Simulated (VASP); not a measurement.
# Ge in VASP: single point with PBEsol

Aim: the single point of Ge with PBEsol.

Program: VASP 6.6.1. These are calculated values, not measurements. Logs are shortened: lines on timing, memory, paths and dates and some standing lists are left out, and cuts for length are marked.

### Step 1. The cell of the first run

The typed cell holds 2 atoms: a = 4.012 Å, b = 4.013 Å, c = 4.016 Å, α = 60.01°, β = 59.99°, γ = 59.98°.

### Step 2. Single point, PBEsol (all atoms moved at random, sigma 0.25 Å a component, then relaxed in part)

File INCAR:

```
SYSTEM = Ge
  ALGO = Normal
  EDIFF = 1E-6
  ENCUT = 520
  GGA = PS
  ISIF = 2
  ISMEAR = 0
  LASPH = .True.
  LCHARG = .False.
  LREAL = .False.
  LWAVE = .False.
  NBANDS = 21
  NELM = 60
  PREC = Accurate
  SIGMA = 0.15
```

File KPOINTS:

```
k-points
0
Gamma
  10 10 10
  0 0 0
```

File POSCAR:

```
Ge
1.0
    0.0014687355      2.8369202861      2.8364036693
    2.8377440325      0.0003295389      2.8375428659
    2.8393936564      2.8397091067     -0.0013200850
Ge
2
Direct
    0.5001401865      0.5000315153      0.4998340823
    0.7498598135      0.7499684847      0.7501659177
```

Potentials or basis: VASP PAW PBE potentials, release 64 (Ge_d).

Started as:

```sh
cat potpaw_PBE.64/Ge_d/POTCAR > POTCAR
mpirun -np 1 vasp_std > vasp.out
```

OUTCAR:

```text
SYSTEM = Ge
   EDIFF = 1E-6
   ENCUT = 520
   GGA = PS
   ISIF = 2
   ISMEAR = 0
   LASPH = .True.
   LREAL = .False.
   NELM = 60
   PREC = Accurate

 ion  position               nearest neighbor table
   1  0.500  0.500  0.500-   2 2.46   2 2.46   2 2.46   2 2.46
   2  0.750  0.750  0.750-   1 2.46   1 2.46   1 2.46   1 2.46

  Warning from LATTYP: Got some problem with cell dimensions!
  Tried to take original basis but could not verify dimensions!
  LATTYP: Found a triclinic cell.
 ALAT       =     4.0113222166
 B/A-ratio  =     1.0004267048
 C/A-ratio  =     1.0004907162
 COS(alpha) =     0.0000709469
 COS(beta)  =     0.4992975745
 COS(gamma) =     0.5001326347

  Lattice vectors:

 A1 = (  -2.8362752970,   2.8365907472,  -0.0011391966)
 A2 = (  -2.8377440325,  -0.0003295389,  -2.8375428659)
 A3 = (  -2.8379249209,  -0.0027888206,   2.8377237543)

Analysis of symmetry for initial positions (statically):
=====================================================================
 Subroutine PRICEL returns:
 Original cell was already a primitive cell.

 Routine SETGRP: Setting up the symmetry group for a
 triclinic supercell.

 Subroutine GETGRP returns: Found  2 space group operations
 (whereof  1 operations were pure point group operations)
 out of a pool of  2 trial point group operations.

The static configuration has the point symmetry C_1 .
 The point group associated with its full space group is S_2 .

Analysis of symmetry for dynamics (positions and initial velocities):
=====================================================================
 Subroutine PRICEL returns:
 Original cell was already a primitive cell.

 Routine SETGRP: Setting up the symmetry group for a
 triclinic supercell.

 Subroutine GETGRP returns: Found  2 space group operations
 (whereof  1 operations were pure point group operations)
 out of a pool of  2 trial point group operations.

The dynamic configuration has the point symmetry C_1 .
 The point group associated with its full space group is S_2 .

 Subroutine INISYM returns: Found  2 space group operations
 (whereof  1 operations are pure point group operations),
 and found     1 'primitive' translations

----------------------------------------------------------------------------------------

                                     Primitive cell

  volume of cell :      45.7097

  direct lattice vectors                    reciprocal lattice vectors
     0.001468736  2.836920286  2.836403669    -0.176281955  0.176344316  0.176273973
     2.837744032  0.000329539  2.837542866     0.176293103 -0.176191641  0.176132445
     2.839393656  2.839709107 -0.001320085     0.176088374  0.175998060 -0.176121297

  length of vectors
     4.011646126  4.013033867  4.015732298     0.305360703  0.305197298  0.304960889

  position of ions in fractional coordinates (direct lattice)
     0.500140186  0.500031515  0.499834082
     0.749859814  0.749968485  0.750165918

  ion indices of the primitive-cell ions
   primitive index   ion index
                 1           1
                 2           2

----------------------------------------------------------------------------------------

 KPOINTS: k-points

Automatic generation of k-mesh.
 Grid dimensions read from file:
 generate k-points for:   10   10   10

 Generating k-lattice:

  Cartesian coordinates                     Fractional coordinates (reciprocal lattice)
    -0.017628196  0.017634432  0.017627397     0.100000000 -0.000000000 -0.000000000
     0.017629310 -0.017619164  0.017613244    -0.000000000  0.100000000  0.000000000
     0.017608837  0.017599806 -0.017612130    -0.000000000 -0.000000000  0.100000000

  Length of vectors
     0.030536070  0.030519730  0.030496089

  Shift w.r.t. Gamma in fractional coordinates (k-lattice)
     0.000000000  0.000000000  0.000000000

 Subroutine IBZKPT returns following result:
 ===========================================

 Found    504 irreducible k-points:

 Following reciprocal coordinates:
            Coordinates               Weight
  0.000000  0.000000  0.000000      1.000000
  0.100000  0.000000 -0.000000      2.000000
  0.200000  0.000000 -0.000000      2.000000
  0.300000  0.000000  0.000000      2.000000
  0.400000  0.000000  0.000000      2.000000
  0.500000  0.000000 -0.000000      1.000000
[... 16 lines left out ...]
 -0.400000  0.200000  0.000000      2.000000
 -0.300000  0.200000  0.000000      2.000000
 [... further k-points ...]
   k-points           NKPTS =    504   k-points in BZ     NKDIM =    504   number of bands    NBANDS=     21
   number of dos      NEDOS =    301   number of ions     NIONS =      2
   total plane-waves  NPLWV =  27000
   dimension x,y,z NGX =    30 NGY =   30 NGZ =   30
   dimension x,y,z NGXF=    60 NGYF=   60 NGZF=   60
   ions per type =               2
   NGX,Y,Z   is equivalent  to a cutoff of  12.43, 12.43, 12.42 a.u.
   NGXF,Y,Z  is equivalent  to a cutoff of  24.86, 24.86, 24.84 a.u.
 SYSTEM =  Ge
   PREC   = accura    normal or accurate (medium, high low for compatibility)
   ISTART =      0    job   : 0-new  1-cont  2-samecut
   ICHARG =      2    charge: 1-file 2-atom 10-const
   ISPIN  =      1    spin polarized calculation?
   LNONCOLLINEAR =      F non collinear calculations
   LSORBIT =      F    spin-orbit coupling
   LASPH  =      T    aspherical Exc in radial PAW
   ENCUT  =  520.0 eV  38.22 Ry    6.18 a.u.   7.46  7.46  7.47*2*pi/ulx,y,z
   NELM   =     60;   NELMIN=  2; NELMDL= -5     # of ELM steps
   EDIFF  = 0.1E-05   stopping-criterion for ELM
   LREAL  =      F    real-space projection
   EDIFFG = 0.1E-04   stopping-criterion for IOM
   NSW    =      0    number of steps for IOM
   IBRION =     -1    ionic relax: 0-MD 1-quasi-New 2-CG
   NFREE  =      0    steps in history (QN), initial steepest desc. (CG)
   ISIF   =      2    stress and relaxation
   ISYM   =      2    0-nonsym 1-usesym 2-fastsym
   POTIM  = 0.5000    time-step for ionic-motion
   TEBEG  =    0.0;   TEEND  =   0.0 temperature during run
   PSTRESS=    0.0 pullay stress
   NELECT =      28.0000    total number of electrons
   NUPDOWN=      -1.0000    fix difference up-down
   EMIN   =  10.00;   EMAX   =-10.00  energy-range for DOS
   EFERMI =   0.00;   METHOD = LEGACY
   ISMEAR =     0;   SIGMA  =   0.15  broadening in eV -4-tet -1-fermi 0-gaus
   EFERMI_NEDOS =   21; number of points for ismear=-14 and -15
   IALGO  =     38    algorithm
   IMIX   =      4    mixing-type and parameters
     AMIX     =   0.40;   BMIX     =  1.00
     AMIX_MAG =   1.60;   BMIX_MAG =  1.00
  volume/ion in A,a.u.               =      22.85       154.23
  Fermi-wavevector in a.u.,A,eV,Ry     =   1.390352  2.627384 26.301123  1.933078
  Thomas-Fermi vector in A             =   2.514295
   LORBIT       =      0    0 simple, 1 ext, 2 COOP (PROOUT), +10 PAW based schemes
   GGA     = PS    functional components
   LHFCALC =     F    Hartree Fock is set to
   AEXX    =    0.0000 exact exchange contribution
   IVDW    =     0    specifies the selected vdW correction
   LEPSILON=     F    determine dielectric tensor
   LRPA    =     F    only Hartree local field effects (RPA)
 non-spin polarized calculation
 Gauss-broadening in eV      SIGMA  =   0.15
  energy-cutoff  :      520.00
  volume of cell :       45.71
 maximum number of plane-waves:      1249
 NGX is ok and might be reduce to    30
   NGX = 15   NGY = 15   NGZ = 15

 number of electron      28.0000014 magnetization

 Free energy of the ion-electron system (eV)
  ---------------------------------------------------
  ext. energy  EPLUGINS =         0.00000000
  ---------------------------------------------------
  free energy    TOTEN  =        -9.87165120 eV

  energy without entropy =       -9.87072573  energy(sigma->0) =       -9.87118846

 E-fermi :   4.7687     XC(G=0): -10.0836

 val. band max:        4.7624363566   @ k =   0.0000   0.0000   0.0000
 cond. band min:       4.7709783377   @ k =   0.0000   0.0000   0.0000
 fundamental gap:      0.0085419811
 Fermi energy:         4.7687297744

 k-point     1 :       0.0000    0.0000    0.0000
  band No.  band energies     occupation
      1     -19.9791      2.00000
      2     -19.9787      2.00000
      3     -19.9782      2.00000
      4     -19.9428      2.00000
      5     -19.9428      2.00000
      6     -19.7364      2.00000
[... 13 lines left out ...]
     20      14.2228      0.00000
     21      14.2259      0.00000

 k-point     2 :       0.1000    0.0000   -0.0000
  band No.  band energies     occupation
      1     -19.9843      2.00000
      2     -19.9839      2.00000
      3     -19.9774      2.00000
      4     -19.9350      2.00000
      5     -19.9350      2.00000
      6     -19.7449      2.00000
[... 13 lines left out ...]
     20      13.4803      0.00000
     21      13.4858      0.00000

 k-point     3 :       0.2000    0.0000   -0.0000
  band No.  band energies     occupation
      1     -19.9930      2.00000
      2     -19.9927      2.00000
      3     -19.9731      2.00000
      4     -19.9210      2.00000
      5     -19.9210      2.00000
      6     -19.7566      2.00000
[... 13 lines left out ...]
     20      12.9665      0.00000
     21      12.9752      0.00000

 k-point     4 :       0.3000    0.0000    0.0000
  band No.  band energies     occupation
      1     -19.9989      2.00000
      2     -19.9987      2.00000
      3     -19.9675      2.00000
      4     -19.9096      2.00000
      5     -19.9095      2.00000
      6     -19.7651      2.00000
[... 13 lines left out ...]
     20      13.3370      0.00000
     21      13.3488      0.00000

 k-point     5 :       0.4000    0.0000    0.0000
  band No.  band energies     occupation
      1     -20.0018      2.00000
      2     -20.0015      2.00000
      3     -19.9629      2.00000
      4     -19.9034      2.00000
      5     -19.9032      2.00000
      6     -19.7693      2.00000
[... 13 lines left out ...]
     20      14.5630      0.00000
     21      14.5772      0.00000

 k-point     6 :       0.5000    0.0000   -0.0000
  band No.  band energies     occupation
      1     -20.0025      2.00000
      2     -20.0023      2.00000
      3     -19.9611      2.00000
      4     -19.9017      2.00000
      5     -19.9014      2.00000
      6     -19.7703      2.00000
[... 13 lines left out ...]
     20      15.6842      0.00000
     21      15.8924      0.00000

 k-point     7 :      -0.0000    0.1000   -0.0000
  band No.  band energies     occupation
      1     -19.9846      2.00000
      2     -19.9839      2.00000
      3     -19.9771      2.00000
      4     -19.9351      2.00000
      5     -19.9350      2.00000
      6     -19.7449      2.00000
[... 13 lines left out ...]
     20      13.4816      0.00000
     21      13.4881      0.00000
[... 291 lines left out ...]
      1     -20.0035      2.00000
      2     -19.9969      2.00000
      3     -19.9759      2.00000
      4     -19.9085      2.00000
      5     -19.8772      2.00000
      6     -19.8175      2.00000
[... 13 lines left out ...]
     20      14.6473      0.00000
     21      15.0953      0.00000

 k-point    21 :       0.4000    0.2000    0.0000
  band No.  band energies     occupation
      1     -20.0146      2.00000
      2     -20.0024      2.00000
      3     -19.9588      2.00000
      4     -19.8953      2.00000
      5     -19.8677      2.00000
      6     -19.8252      2.00000
[... 13 lines left out ...]
     20      14.8291      0.00000
     21      15.8945      0.00000

 k-point    22 :       0.5000    0.2000   -0.0000
  band No.  band energies     occupation
      1     -20.0214      2.00000
      2     -20.0068      2.00000
      3     -19.9429      2.00000
      4     -19.8834      2.00000
      5     -19.8705      2.00000
      6     -19.8191      2.00000
[... 13 lines left out ...]
     20      15.8664      0.00000
     21      15.9552      0.00000

 k-point    23 :      -0.4000    0.2000    0.0000
  band No.  band energies     occupation
      1     -20.0225      2.00000
      2     -20.0098      2.00000
      3     -19.9345      2.00000
      4     -19.8833      2.00000
      5     -19.8751      2.00000
      6     -19.8021      2.00000
[... 13 lines left out ...]
     20      14.0681      0.00000
     21      15.4322      0.00000

 k-point    24 :      -0.3000    0.2000    0.0000
  band No.  band energies     occupation
      1     -20.0174      2.00000
      2     -20.0103      2.00000
      3     -19.9376      2.00000
      4     -19.8994      2.00000
      5     -19.8758      2.00000
      6     -19.7984      2.00000
[... 13 lines left out ...]
     20      13.9863      0.00000
     21      15.9895      0.00000

 [... further k-points ...]
[... 5 lines left out ...]
  --------------------------------------------------------------------------------------
  -------------------------------------------------------------------------------------
  Total       -0.1177388     -0.1199524     -0.1163297     -0.0167815      0.0133278      0.0002749
  in kB       -4.1268775     -4.2044691     -4.0774898     -0.5882098      0.4671557      0.0096347
  external PRESSURE =      -4.1362788 kB  Pullay stress =       0.0000000 kB

 VOLUME and BASIS-vectors are now :
 -----------------------------------------------------------------------------
  energy-cutoff  :      520.00
  volume of cell :       45.71
      direct lattice vectors                 reciprocal lattice vectors
     0.001468736  2.836920286  2.836403669    -0.176281955  0.176344316  0.176273973
     2.837744032  0.000329539  2.837542866     0.176293103 -0.176191641  0.176132445
     2.839393656  2.839709107 -0.001320085     0.176088374  0.175998060 -0.176121297

 POSITION                                       TOTAL-FORCE (eV/Angst)
 -----------------------------------------------------------------------------------
      2.83892      2.83841      2.83680         0.000827      0.001056     -0.001113
      4.25934      4.25779      4.25398        -0.000827     -0.001056      0.001113
 -----------------------------------------------------------------------------------
    total drift:                               -0.000000      0.000000     -0.000000

  FREE ENERGIE OF THE ION-ELECTRON SYSTEM (eV)
  ---------------------------------------------------
  free  energy   TOTEN  =        -9.8716511973 eV

  energy  without entropy=       -9.8707257308  energy(sigma->0) =       -9.87118846
```

It took 5.1 min on 1 thread of Intel Xeon Platinum 8259CL at 2.50GHz (Skylake/Cascade Lake), shared host; peak memory 0.46 GiB.

Results:

| Property | Result |
| --- | --- |
| Free energy | -9.8717 eV |
| Pressure | -0.4 GPa |

Stress tensor (GPa, compression positive):
```
-0.41 -0.06  0.00
-0.06 -0.42  0.05
 0.00  0.05 -0.41
```

Levels at points of the mesh, in eV from the Fermi level:
```
           k point  band 12  band 13  band 14  band 15  band 16  band 17
(0.00, 0.00, 0.00)    -0.09    -0.01     0.00     0.01     2.52     2.53
(0.50, 0.00, 0.00)    -7.58    -1.40    -1.40     0.08     3.70     3.71
(0.00, 0.50, 0.00)    -7.58    -1.40    -1.39     0.09     3.71     3.71
(0.50, 0.50, 0.00)    -8.86    -3.06    -3.05     0.67     0.69     9.41
(0.00, 0.00, 0.50)    -7.58    -1.39    -1.39     0.11     3.71     3.71
(0.50, 0.00, 0.50)    -8.86    -3.05    -3.05     0.68     0.68     9.41
(0.00, 0.50, 0.50)    -8.86    -3.06    -3.05     0.67     0.69     9.41
(0.50, 0.50, 0.50)    -7.58    -1.40    -1.39     0.10     3.71     3.71
```

Caveat: the cell differs from its parent crystal (all atoms moved at random, sigma 0.25 Å a component, then relaxed in part); the PAW data sets were made with another functional, which shifts forces and pressure a little.
